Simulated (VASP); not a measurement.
Write the native input for VASP 6.6.1 that does the following.

| Property | Result |
| --- | --- |
| Task | single point |
| Functional | PBE |
| Potentials or basis | VASP PAW PBE potentials, release 64 (C, B) |
| Cutoff | 520 eV |
| k mesh | 3 × 3 × 3 |
| Occupations | gaussian, width 0.1 eV |
| Spin | no spin polarisation |
| Dipole correction | no |
| Further INCAR settings | ALGO = Normal; EDIFF = 1e-06; NBANDS = 36; ISYM = 0 |

The structure of B9C5 lies in POSCAR:

```
B9C5
1.0
    4.8396164162     -0.1770557739      0.0874533200
   -0.1833317431      5.2728585841     -0.0192106963
    0.0945129435     -0.0292905562      4.4408719747
C B
5 9
Direct
    0.9138738598      0.5107968886      0.3568415983
    0.7850983429      0.7459619326      0.4236391221
    0.9297163408      0.8902315353      0.6565181560
    0.2928413923      0.2770631309      0.1424250708
    0.0448276098      0.4083018668      0.6314784433
    0.8202511925      0.1492750445      0.7915257866
    0.4948106562      0.7930707839      0.3119598752
    0.9784758200      0.3351010575      0.0696138087
    0.3812429294      0.8203176651      0.9615453891
    0.2958202501      0.9171735022      0.6133807568
    0.4702825513      0.1368792717      0.8890660397
    0.2328779283      0.5799072582      0.1615685295
    0.2637953637      0.2233523443      0.4898446840
    0.1016907356      0.6701220808      0.8084694612
```

The input as run:

INCAR

```
SYSTEM = B9C5
PREC = Accurate
ENCUT = 520
EDIFF = 1E-6
ISMEAR = 0
SIGMA = 0.1
LREAL = .False.
LASPH = .True.
NELM = 60
ALGO = Normal
ISIF = 2
LWAVE = .False.
LCHARG = .True.
GGA = PE
LELF = .True.
LVHAR = .True.
NBANDS = 36
ISYM = 0
```

KPOINTS

```
regular mesh
0
Gamma
  3 3 3
  0 0 0
```

Potentials or basis: VASP PAW PBE potentials, release 64 (C, B).

Run with:

```console
$ cat potpaw_PBE.64/C/POTCAR potpaw_PBE.64/B/POTCAR > POTCAR
$ mpirun -np 1 vasp_std > vasp.out
```

It gave:

```
Pressure               : 0.2 GPa
Largest force          : 0.051 eV/Å
Band gap on the k mesh : zero (an odd number of electrons rules out a gap without spin polarisation)
```

Caveat: the k points lie up to 0.47 Å⁻¹ apart, too coarse for converged energies and pressures of a metal.

Wall time 28 s on 1 thread of Intel(R) Xeon(R) 6975P-C (Granite Rapids), with other jobs on the host, peak memory 0.22 GiB.
